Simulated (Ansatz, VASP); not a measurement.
# NbP: VASP beside Ansatz

The input INCAR:

```
  PREC = Accurate
  ENCUT = 520
  EDIFF = 1E-6
  ISMEAR = 0
  SIGMA = 0.05
  LREAL = False
  LASPH = True
  NELM = 100
  ALGO = Normal
  ISIF = 2
  LWAVE = False
  LCHARG = False
  GGA = PS
  NBANDS = 16
```

Contents of KPOINTS:

```
Automatic mesh
0
Gamma
  10 10 10
```

The input POSCAR:

```
NbP
1.0
    0.0000000000      2.7634058242      2.7634058242
    2.7634058242      0.0000000000      2.7634058242
    2.7634058242      2.7634058242      0.0000000000
Nb P
1 1
Direct
    0.0000000000      0.0000000000      0.0000000000
    0.2500000000      0.2500000000      0.2500000000
```

Input for Ansatz:

```yaml
crystal:
  lattice:
    - [0.0, 2.7634058242, 2.7634058242]
    - [2.7634058242, 0.0, 2.7634058242]
    - [2.7634058242, 2.7634058242, 0.0]
  atoms:
    - { symbol: Nb, position: [0.0, 0.0, 0.0] }
    - { symbol: P, position: [0.25, 0.25, 0.25] }
basis:
  ecutwfc: 420
  ecutrho_ratio: 4
  precision: f64
kpoints:
  mp_grid: { grid: [10, 10, 10] }
hamiltonian:
  xc: pbesol
scf:
  occupations: { method: gaussian, width: 0.05 }
  eigensolver: { kind: davidson }
output:
  forces: true
  stress: true
```

Alike in both runs: task single point; functional PBEsol; k mesh 10 × 10 × 10; occupations gaussian, width 0.05 eV; no spin polarisation.

```csv
,VASP,Ansatz
version,VASP 6.6.1,Ansatz 0.2.0
potentials or method,"VASP PAW PBE potentials, release 64 (Nb_sv, P), cutoff 520 eV","scalar-relativistic, plane waves, PAW"
valence electrons in the cell,18,18
```

```csv
,VASP,Ansatz,Ansatz less VASP
pressure (GPa),-0.1,0.0,+0.11
```

VASP's potentials were made for PBE, not for PBEsol.
